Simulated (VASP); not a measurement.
# Y4Si7Pd8 (a cell with a defect) in VASP: notebook

Runs on Y4Si7Pd8 (a cell with a defect). Level: PBEsol. Tasks: single point.

Program: VASP 6.6.1. These are calculated values, not measurements. Logs are shortened: lines on timing, memory, paths and dates and some standing lists are left out, and cuts for length are marked.

**1. The cell of the first run**

The cell holds a defect, 19 atoms: a = 8.237 Å, b = 8.237 Å, c = 5.712 Å, α = 68.87°, β = 68.87°, γ = 90.00°.

**2. Single point, PBEsol**

File INCAR:

```
SYSTEM = Y4Si7Pd8
PREC     = Accurate       ! precision mode
ENCUT    = 520            ! plane-wave cutoff, eV
EDIFF    = 1E-6           ! SCF threshold, eV
ISMEAR   = -1             ! smearing method
SIGMA    = 0.05           ! smearing width, eV
LREAL    = Auto         
LASPH    = .True.         ! aspherical terms in the spheres
NELM     = 100            ! most SCF steps
ALGO     = Normal         ! electronic algorithm
ISIF     = 2              ! what is computed and relaxed
LWAVE    = .False.        ! write WAVECAR
LCHARG   = .False.        ! write CHGCAR
GGA      = PS             ! functional
NBANDS   = 91             ! bands
```

File KPOINTS:

```
Automatic mesh
0
Gamma
  2 2 3
  0 0 0
```

File POSCAR:

```
Y4Si7Pd8
1.0
    0.0000000000      8.2371240000      0.0000000000
    8.2371240000      0.0000000000      0.0000000000
    2.0592810000      2.0592810000     -4.9133200000
Y Pd Si
4 8 7
Direct
   -0.0034100002     -0.0009837893      0.0076612148
   -0.0004936184      0.4992116185     -0.0008430145
    0.5003847983      0.0001467298     -0.0016479692
    0.4992132625      0.4963001098      0.0076426937
    0.3720681063      0.1200624305      0.5045828483
    0.1261656640      0.3792756087      0.4923353252
    0.3730386989      0.6231177314      0.4984234693
    0.1234723252      0.8728114149      0.4983060334
    0.8750688014      0.1245265004      0.5021295173
    0.6247695045      0.3748344543      0.5021374549
    0.8796382204      0.6259603590      0.4922280657
    0.6205971150      0.8719200282      0.5043331190
    0.1906219710      0.1875256233      0.2384041748
    0.3085216787      0.3089163553      0.7620541711
    0.1995136541      0.6991867196      0.2142783291
    0.6874968314      0.1873322108      0.2421545920
    0.8076744319      0.3074018854      0.7712170182
    0.6876929477      0.6902967691      0.2384438628
    0.8092596495      0.8082357485      0.7620674005
```

Potentials or basis: VASP PAW PBE potentials, release 64 (Y_sv, Pd, Si).

Run with:

```bash
$ cat potpaw_PBE.64/Y_sv/POTCAR potpaw_PBE.64/Pd/POTCAR potpaw_PBE.64/Si/POTCAR > POTCAR
$ mpirun -np 1 vasp_std > vasp.out
```

OUTCAR:

```text
SYSTEM = Y4Si7Pd8
   PREC = Accurate
   ENCUT = 520
   EDIFF = 1E-6
   ISMEAR = -1
   LREAL = Auto
   LASPH = .True.
   NELM = 100
   ISIF = 2
   GGA = PS

 ion  position               nearest neighbor table
   1  0.997  0.999  0.008-  15 3.10  13 3.11  16 3.12  17 3.12  18 3.14  14 3.15  19 3.16  11 3.16
                             8 3.17   9 3.18  12 3.20   9 3.22   5 3.22   8 3.26   6 3.27  19 3.71
   2  1.000  0.499  0.999-  17 3.11  19 3.13  14 3.13  15 3.14  13 3.16  18 3.16  16 3.16  11 3.18
                             6 3.18   7 3.20   8 3.20   9 3.21  10 3.21   6 3.21  11 3.21   1 4.10
   3  0.500  0.000  0.998-  15 3.07  17 3.12  13 3.13  18 3.13  16 3.13  14 3.14  19 3.14   5 3.19
                            12 3.19   9 3.19  10 3.19   5 3.21  12 3.21   8 3.22   7 3.22  16 3.72
   4  0.499  0.496  0.008-  15 3.10  18 3.11  16 3.12  17 3.12  13 3.14  19 3.15  14 3.16   6 3.16
                             7 3.17  10 3.18   5 3.20  10 3.22  12 3.22   7 3.26  11 3.27  14 3.71
   5  0.372  0.120  0.505-  13 2.43  16 2.43  14 2.44  12 2.89   8 2.91   6 2.94  10 2.95   3 3.19
                             4 3.20   3 3.21   1 3.22
   6  0.126  0.379  0.492-  13 2.44  14 2.45  17 2.47  15 2.47  11 2.87   7 2.88   9 2.92   5 2.94
                             4 3.16   2 3.18   2 3.21   1 3.27
   7  0.373  0.623  0.498-  14 2.42  18 2.42  15 2.45   6 2.88   8 2.91  12 2.91  10 2.91   4 3.17
                             2 3.20   3 3.22   4 3.26
   8  0.123  0.873  0.498-  19 2.42  13 2.42  15 2.45  11 2.88   5 2.91   7 2.91   9 2.91   1 3.17
                             2 3.20   3 3.22   1 3.26
   9  0.875  0.125  0.502-  13 2.43  19 2.43  16 2.44  17 2.45   8 2.91  10 2.92   6 2.92  12 2.95
                             1 3.18   3 3.19   2 3.21   1 3.22
  10  0.625  0.375  0.502-  18 2.43  14 2.43  16 2.44  17 2.45   7 2.91   9 2.92  11 2.92   5 2.95
                             4 3.18   3 3.19   2 3.21   4 3.22
  11  0.880  0.626  0.492-  18 2.45  19 2.45  17 2.47  15 2.47   6 2.87   8 2.88  10 2.92  12 2.94
                             1 3.16   2 3.18   2 3.21   4 3.27
  12  0.621  0.872  0.504-  18 2.43  16 2.43  19 2.44   5 2.89   7 2.91  11 2.94   9 2.95   3 3.19
                             1 3.20   3 3.21   4 3.22
  13  0.191  0.188  0.238-  14 2.34   8 2.42   5 2.43   9 2.43   6 2.44   1 3.11   3 3.13   4 3.14
                             2 3.16
  14  0.309  0.309  0.762-  13 2.34   7 2.42  10 2.43   5 2.44   6 2.45   2 3.13   3 3.14   1 3.15
                             4 3.16   4 3.71
  15  0.200  0.699  0.214-   7 2.45   8 2.45  11 2.47   6 2.47   3 3.07   4 3.10   1 3.10   2 3.14

  16  0.687  0.187  0.242-  17 2.31  12 2.43   5 2.43  10 2.44   9 2.44   4 3.12   1 3.12   3 3.13
                             2 3.16   3 3.72
  17  0.808  0.307  0.771-  16 2.31   9 2.45  10 2.45   6 2.47  11 2.47   2 3.11   1 3.12   4 3.12
                             3 3.12
  18  0.688  0.690  0.238-  19 2.34   7 2.42  12 2.43  10 2.43  11 2.45   4 3.11   3 3.13   1 3.14
                             2 3.16
  19  0.809  0.808  0.762-  18 2.34   8 2.42   9 2.43  12 2.44  11 2.45   2 3.13   3 3.14   4 3.15
                             1 3.16   1 3.71

  LATTYP: Found a base centered monoclinic cell.
 ALAT       =    11.4231326520
 B/A-ratio  =     1.0197773965
 C/A-ratio  =     0.5000000000
 COS(beta)  =    -0.4800270308

  Lattice vectors:

 A1 = (  -2.0592810000,   6.1778430000,   4.9133200000)
 A2 = (   6.1778430000,  -2.0592810000,   4.9133200000)
 A3 = (   2.0592810000,   2.0592810000,  -4.9133200000)

Analysis of symmetry for initial positions (statically):
=====================================================================
 Subroutine PRICEL returns:
 Original cell was already a primitive cell.

 Routine SETGRP: Setting up the symmetry group for a
 base centered monoclinic supercell.

 Subroutine GETGRP returns: Found  1 space group operations
 (whereof  1 operations were pure point group operations)
 out of a pool of  4 trial point group operations.

The static configuration has the point symmetry C_1 .

Analysis of symmetry for dynamics (positions and initial velocities):
=====================================================================
 Subroutine PRICEL returns:
 Original cell was already a primitive cell.

 Routine SETGRP: Setting up the symmetry group for a
 base centered monoclinic supercell.

 Subroutine GETGRP returns: Found  1 space group operations
 (whereof  1 operations were pure point group operations)
 out of a pool of  4 trial point group operations.

The dynamic configuration has the point symmetry C_1 .

 Subroutine INISYM returns: Found  1 space group operations
 (whereof  1 operations are pure point group operations),
 and found     1 'primitive' translations

----------------------------------------------------------------------------------------

                                     Primitive cell

  volume of cell :     333.3698

  direct lattice vectors                    reciprocal lattice vectors
     0.000000000  8.237124000  0.000000000     0.000000000  0.121401596  0.050882092
     8.237124000  0.000000000  0.000000000     0.121401596  0.000000000  0.050882092
     2.059281000  2.059281000 -4.913320000     0.000000000  0.000000000 -0.203528368

  length of vectors
     8.237124000  8.237124000  5.711566326     0.131633335  0.131633335  0.203528368

  position of ions in fractional coordinates (direct lattice)
     0.996590000  0.999016211  0.007661215
     0.999506382  0.499211618  0.999156986
     0.500384798  0.000146730  0.998352031
     0.499213262  0.496300110  0.007642694
     0.372068106  0.120062430  0.504582848
     0.126165664  0.379275609  0.492335325
[... 11 lines left out ...]
     0.687692948  0.690296769  0.238443863
     0.809259649  0.808235749  0.762067401

  ion indices of the primitive-cell ions
   primitive index   ion index
                 1           1
                 2           2
                 3           3
                 4           4
                 5           5
                 6           6
[... 11 lines left out ...]
                18          18
                19          19

----------------------------------------------------------------------------------------

 KPOINTS: Automatic mesh

Automatic generation of k-mesh.
 Grid dimensions read from file:
 generate k-points for:    2    2    3

 Generating k-lattice:

  Cartesian coordinates                     Fractional coordinates (reciprocal lattice)
     0.000000000  0.060700798  0.025441046     0.500000000  0.000000000 -0.000000000
     0.060700798  0.000000000  0.025441046     0.000000000  0.500000000 -0.000000000
     0.000000000  0.000000000 -0.067842789     0.000000000  0.000000000  0.333333333

  Length of vectors
     0.065816667  0.065816667  0.067842789

  Shift w.r.t. Gamma in fractional coordinates (k-lattice)
     0.000000000  0.000000000  0.000000000

 Subroutine IBZKPT returns following result:
 ===========================================

 Found      8 irreducible k-points:

 Following reciprocal coordinates:
            Coordinates               Weight
  0.000000  0.000000  0.000000      1.000000
  0.500000  0.000000  0.000000      1.000000
  0.000000  0.500000  0.000000      1.000000
  0.500000  0.500000  0.000000      1.000000
  0.000000  0.000000  0.333333      2.000000
  0.500000  0.000000  0.333333      2.000000
  0.000000  0.500000 -0.333333      2.000000
  0.500000  0.500000  0.333333      2.000000
   k-points           NKPTS =      8   k-points in BZ     NKDIM =      8   number of bands    NBANDS=     91
   number of dos      NEDOS =    301   number of ions     NIONS =     19
   total plane-waves  NPLWV = 172032
   dimension x,y,z NGX =    64 NGY =   64 NGZ =   42
   dimension x,y,z NGXF=   128 NGYF=  128 NGZF=   84
   ions per type =               4   8   7
   NGX,Y,Z   is equivalent  to a cutoff of  12.92, 12.92, 12.22 a.u.
   NGXF,Y,Z  is equivalent  to a cutoff of  25.83, 25.83, 24.45 a.u.
 SYSTEM =  Y4Si7Pd8
   PREC   = accura    normal or accurate (medium, high low for compatibility)
   ISTART =      0    job   : 0-new  1-cont  2-samecut
   ICHARG =      2    charge: 1-file 2-atom 10-const
   ISPIN  =      1    spin polarized calculation?
   LNONCOLLINEAR =      F non collinear calculations
   LSORBIT =      F    spin-orbit coupling
   LASPH  =      T    aspherical Exc in radial PAW
   ENCUT  =  520.0 eV  38.22 Ry    6.18 a.u.  15.32 15.32 10.62*2*pi/ulx,y,z
   NELM   =    100;   NELMIN=  2; NELMDL= -5     # of ELM steps
   EDIFF  = 0.1E-05   stopping-criterion for ELM
   LREAL  =      T    real-space projection
   EDIFFG = 0.1E-04   stopping-criterion for IOM
   NSW    =      0    number of steps for IOM
   IBRION =     -1    ionic relax: 0-MD 1-quasi-New 2-CG
   NFREE  =      0    steps in history (QN), initial steepest desc. (CG)
   ISIF   =      2    stress and relaxation
   ISYM   =      2    0-nonsym 1-usesym 2-fastsym
   POTIM  = 0.5000    time-step for ionic-motion
   TEBEG  =    0.0;   TEEND  =   0.0 temperature during run
   PSTRESS=    0.0 pullay stress
   NELECT =     152.0000    total number of electrons
   NUPDOWN=      -1.0000    fix difference up-down
   EMIN   =  10.00;   EMAX   =-10.00  energy-range for DOS
   EFERMI =   0.00;   METHOD = LEGACY
   ISMEAR =    -1;   SIGMA  =   0.05  broadening in eV -4-tet -1-fermi 0-gaus
   EFERMI_NEDOS =   21; number of points for ismear=-14 and -15
   IALGO  =     38    algorithm
   IMIX   =      4    mixing-type and parameters
     AMIX     =   0.40;   BMIX     =  1.00
     AMIX_MAG =   1.60;   BMIX_MAG =  1.00
  volume/ion in A,a.u.               =      17.55       118.40
  Fermi-wavevector in a.u.,A,eV,Ry     =   1.260029  2.381110 21.601610  1.587674
  Thomas-Fermi vector in A             =   2.393559
   LORBIT       =      0    0 simple, 1 ext, 2 COOP (PROOUT), +10 PAW based schemes
   GGA     = PS    functional components
   LHFCALC =     F    Hartree Fock is set to
   AEXX    =    0.0000 exact exchange contribution
   IVDW    =     0    specifies the selected vdW correction
   LEPSILON=     F    determine dielectric tensor
   LRPA    =     F    only Hartree local field effects (RPA)
 non-spin polarized calculation
  energy-cutoff  :      520.00
  volume of cell :      333.37
 maximum number of plane-waves:      9018
 NGX is ok and might be reduce to    64
   NGX = 31   NGY = 31   NGZ = 21

 number of electron     152.0000000 magnetization

 Free energy of the ion-electron system (eV)
  ---------------------------------------------------
  ext. energy  EPLUGINS =         0.00000000
  ---------------------------------------------------
  free energy    TOTEN  =      -132.89070465 eV

  energy without entropy =     -132.79734149  energy(sigma->0) =     -132.84402307

 E-fermi :   7.7701     XC(G=0): -11.5511

 val. band max:        7.7402660531   @ k =   0.5000   0.5000   0.3333
 cond. band min:       7.8124777049   @ k =   0.0000   0.0000   0.0000
 fundamental gap:      0.0722116519
 Fermi energy:         7.7700943579

 k-point     1 :       0.0000    0.0000    0.0000
  band No.  band energies     occupation
      1     -34.7175      2.00000
      2     -34.7169      2.00000
      3     -34.6993      2.00000
      4     -34.6156      2.00000
      5     -14.8031      2.00000
      6     -14.7918      2.00000
[... 717 lines left out ...]
     87      10.5847      0.00000
     88      10.7484      0.00000
 [bands above 88 left out]

------------------------ aborting loop because EDIFF is reached ----------------------------------------

  FORCE on cell =-STRESS in cart. coord.  units (eV):
  Direction    XX          YY          ZZ          XY          YZ          ZX
  --------------------------------------------------------------------------------------
  -------------------------------------------------------------------------------------
  Total       -7.2054721     -7.2011181     -3.7262533     -0.0090794      0.2939130      0.2902892
  in kB      -34.6295433    -34.6086180    -17.9083963     -0.0436357      1.4125476      1.3951318
  external PRESSURE =     -29.0488525 kB  Pullay stress =       0.0000000 kB

 VOLUME and BASIS-vectors are now :
 -----------------------------------------------------------------------------
  energy-cutoff  :      520.00
  volume of cell :      333.37
      direct lattice vectors                 reciprocal lattice vectors
     0.000000000  8.237124000  0.000000000     0.000000000  0.121401596  0.050882092
     8.237124000  0.000000000  0.000000000     0.121401596  0.000000000  0.050882092
     2.059281000  2.059281000 -4.913320000     0.000000000  0.000000000 -0.203528368

 POSITION                                       TOTAL-FORCE (eV/Angst)
 -----------------------------------------------------------------------------------
      8.24480      8.22481     -0.03764        -0.002415      0.001846      0.001758
      6.16961     10.29060     -4.90918         0.000961     -0.000240      0.002529
      2.05710      6.17762     -4.90522        -0.008572     -0.006112      0.001689
      4.10382      4.12782     -0.03755         0.002954      0.000778      0.002124
      2.02805      4.10385     -2.47918        -0.008021     -0.004090     -0.007793
      4.13800      2.05310     -2.41900         0.000912      0.000204      0.002117
[... 11 lines left out ...]
      6.17708      6.15564     -1.17155         0.004791      0.002170      0.007651
      8.22685      8.23528     -3.74428        -0.000208     -0.003444     -0.006293
 -----------------------------------------------------------------------------------
    total drift:                               -0.003694     -0.002511     -0.001415

  FREE ENERGIE OF THE ION-ELECTRON SYSTEM (eV)
  ---------------------------------------------------
  free  energy   TOTEN  =      -132.8907046540 eV

  energy  without entropy=     -132.7973414865  energy(sigma->0) =     -132.84402307
```

Run time: 16 min. Hardware: 1 thread of Intel Xeon 8259CL, shared host; peak memory 0.52 GiB.

Results:

```
Free energy            : -132.8907 eV
Pressure               : -2.9 GPa
Largest force          : 0.018 eV/Å
Band gap on the k mesh : zero (bands 76 and 77 overlap by 0.53 eV)
```

Forces on the atoms (eV/Å):
```
Y   -0.002  0.002  0.002
Y    0.001  0.000  0.003
Y   -0.009 -0.006  0.002
Y    0.003  0.001  0.002
Pd  -0.008 -0.004 -0.008
Pd   0.001  0.000  0.002
Pd   0.012 -0.002  0.005
Pd  -0.003  0.010  0.003
Pd   0.007  0.005 -0.010
Pd   0.004  0.009 -0.010
Pd  -0.003 -0.001  0.000
Pd  -0.007 -0.012 -0.012
Si  -0.004  0.001  0.006
Si  -0.002 -0.002 -0.007
Si   0.001  0.000  0.013
Si  -0.001  0.002  0.017
Si   0.005  0.000 -0.009
Si   0.005  0.002  0.008
Si   0.000 -0.003 -0.006
```

Caveat: the k points lie up to 0.43 Å⁻¹ apart, too coarse for converged energies and pressures of a metal; the PAW data sets were made with another functional, which shifts forces and pressure a little.

**3. Single point, PBEsol**

File INCAR:

```
ALGO = Normal ; EDIFF = 1E-6
ENCUT = 520 ; GGA = PS
ISIF = 2 ; ISMEAR = -1
LASPH = T ; LCHARG = T
LELF = T ; LREAL = Auto
LVHAR = T ; LWAVE = F
NBANDS = 91 ; NELM = 80
PREC = Accurate ; SIGMA = 0.05
```

File KPOINTS:

```
k-points
0
Gamma
  2 2 3
```

File POSCAR:

```
Y4Si7Pd8
1.0
    0.0000000000      8.2371240000      0.0000000000
    8.2371240000      0.0000000000      0.0000000000
    2.0592810000      2.0592810000     -4.9133200000
Y Pd Si
4 8 7
Direct
   -0.0053615721      0.0013692966      0.0033861015
   -0.0042818899      0.4954802844      0.0034640528
    0.5034590167      0.0032271396      0.0001644509
    0.5015939949      0.4944143045      0.0033832521
    0.3707588637      0.1192709657      0.5121376177
    0.1284155734      0.3863379988      0.4821027330
    0.3686454306      0.6276523364      0.4892901338
    0.1278964180      0.8684119183      0.4892738515
    0.8758060592      0.1221505358      0.5030439703
    0.6223753563      0.3755721032      0.5030474303
    0.8865915853      0.6281822182      0.4820897072
    0.6195421199      0.8705379772      0.5120936556
    0.1909569636      0.1847482431      0.2437815978
    0.3059036824      0.3124263473      0.7632224239
    0.2148918259      0.7146684470      0.1479056931
    0.6877227116      0.1875015179      0.2414691085
    0.8091259261      0.3088961128      0.7669644965
    0.6849784161      0.6907182836      0.2437777307
    0.8126700744      0.8056715152      0.7632201851
```

Potentials or basis: VASP PAW PBE potentials, release 64 (Y_sv, Pd, Si).

Run with:

```bash
$ cat potpaw_PBE.64/Y_sv/POTCAR potpaw_PBE.64/Pd/POTCAR potpaw_PBE.64/Si/POTCAR > POTCAR
$ mpirun -np 1 vasp_std > vasp.out
```

It took 17 min on 1 thread of Intel Xeon 8259CL, shared host; peak memory 0.52 GiB.

Results (log left out):

- Free energy: -132.7500 eV
- Pressure: -4.0 GPa
- Largest force: 0.779 eV/Å
- Band gap on the k mesh: zero (bands 76 and 77 overlap by 0.55 eV)

Forces in eV/Å, atoms in the order of the input:
```
Y    0.006 -0.005  0.036
Y    0.000  0.000  0.086
Y    0.012  0.012  0.037
Y   -0.004  0.007  0.036
Pd   0.016 -0.001  0.080
Pd  -0.014 -0.017  0.018
Pd  -0.066  0.036  0.085
Pd   0.035 -0.067  0.085
Pd   0.034 -0.009  0.024
Pd  -0.009  0.035  0.023
Pd  -0.017 -0.014  0.018
Pd   0.000  0.015  0.079
Si   0.031 -0.012  0.054
Si  -0.040  0.018  0.008
Si   0.011  0.012 -0.779
Si   0.009  0.010  0.022
Si  -0.011 -0.011  0.024
Si  -0.011  0.033  0.054
Si   0.018 -0.041  0.008
```

Stress tensor (GPa, compression positive):
```
-4.01  0.04 -0.07
 0.04 -4.01 -0.07
-0.07 -0.07 -4.02
```

Levels at points of the mesh, in eV from the Fermi level:
| k point | band 75 | band 76 | band 77 | band 78 | band 79 | band 80 |
| --- | --- | --- | --- | --- | --- | --- |
| (0.00, 0.00, 0.00) | -0.57 | -0.37 | -0.36 | -0.01 | 0.09 | 1.65 |
| (0.50, 0.00, 0.00) | -0.30 | -0.18 | -0.03 | 0.19 | 0.38 | 0.60 |
| (0.00, 0.50, 0.00) | -0.30 | -0.18 | -0.03 | 0.19 | 0.38 | 0.60 |
| (0.50, 0.50, 0.00) | -0.42 | -0.36 | -0.25 | -0.14 | -0.04 | 0.08 |

Caveat: the k points lie up to 0.43 Å⁻¹ apart, too coarse for converged energies and pressures of a metal; the PAW data sets were made with another functional, which shifts forces and pressure a little.

(Part 1 of 2 ends here.)
